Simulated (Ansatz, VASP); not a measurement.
**Two plane-wave programs on C**

File INCAR:

```
PREC = Accurate
ENCUT = 600
EDIFF = 1E-6
ISMEAR = 0
SIGMA = 0.02
LREAL = F
LASPH = T
NELM = 120
ALGO = Normal
ISIF = 2
LWAVE = F
LCHARG = T
GGA = PE
LELF = T
LVHAR = T
NBANDS = 16
GGA_COMPAT = F
```

KPOINTS

```
Automatic mesh
0
Gamma
  10 6 10
```

POSCAR

```
C
1.0
    2.5442563774      0.0000000000      0.0000000000
    0.0000000000      3.5981218750      0.0000000000
    0.0000000000      0.0000000000      2.5230862783
C
4
Direct
    0.0000000000     -0.0000627863      0.0000000000
    0.5000000000      0.4999372137      0.5000000000
    0.0000000000      0.2500627863      0.5000000000
    0.5000000000      0.7500627863      0.0000000000
```

Input for Ansatz:

```yaml
crystal:
  lattice:
    - [2.5442563774, 0.0, 0.0]
    - [0.0, 3.598121875, 0.0]
    - [0.0, 0.0, 2.5230862783]
  atoms:
    - { symbol: C, position: [0.0, -6.27863e-05, 0.0] }
    - { symbol: C, position: [0.5, 0.4999372137, 0.5] }
    - { symbol: C, position: [0.0, 0.2500627863, 0.5] }
    - { symbol: C, position: [0.5, 0.7500627863, 0.0] }
basis:
  ecutwfc: 420
kpoints:
  mp_grid: { grid: [10, 6, 10] }
  band_path:
    path:
      - [[0.0, 0.0, 0.0], [0.0, -1.0, 0.0], [0.0, -1.0, 0.25414306]]
      - [[0.0, 0.0, 0.74585694], [0.0, 0.0, 0.0], [-0.75, 0.0, 0.0]]
      - [[-0.25, -1.0, 0.0], [0.0, -1.0, 0.0]]
      - [[0.0, 0.0, 0.0], [0.0, -0.5, 0.5], [-0.5, -0.5, 0.5], [-0.5, -0.5, 0.0], [0.0, 0.0, 0.0], [-0.5, 0.0, 0.5], [-0.5, -0.5, 0.5]]
    npoints: 10
hamiltonian:
  xc: pbe
  pseudopotentials: { kind: paw }
scf:
  occupations: { method: gaussian, width: 0.02 }
  n_extra_bands: 8
output:
  forces: true
  stress: true
  eigenvalues: true
```

Alike in both runs: task single point; functional PBE; k mesh 10 × 6 × 10; occupations gaussian, width 0.02 eV; no spin polarisation.

|  | VASP | Ansatz |
| --- | --- | --- |
| version | VASP 6.6.1 | Ansatz 0.2.0 |
| potentials or method | VASP PAW PBE potentials, release 64 (C), cutoff 600 eV | scalar-relativistic, plane waves, PAW |
| valence electrons in the cell | 16 | 16 |

VASP gave:

- gap on the k mesh at the Fermi level (eV): 4.07
- least direct gap on the mesh (eV): 4.59
- pressure (GPa): -5.9
- traceless stress, the component that is largest in VASP (GPa): 5.85

Q: What did Ansatz give for the same quantities?

A: gap on the k mesh at the Fermi level (eV): 4.08; least direct gap on the mesh (eV): 4.60; pressure (GPa): -5.8; traceless stress, the component that is largest in VASP (GPa): 5.82.
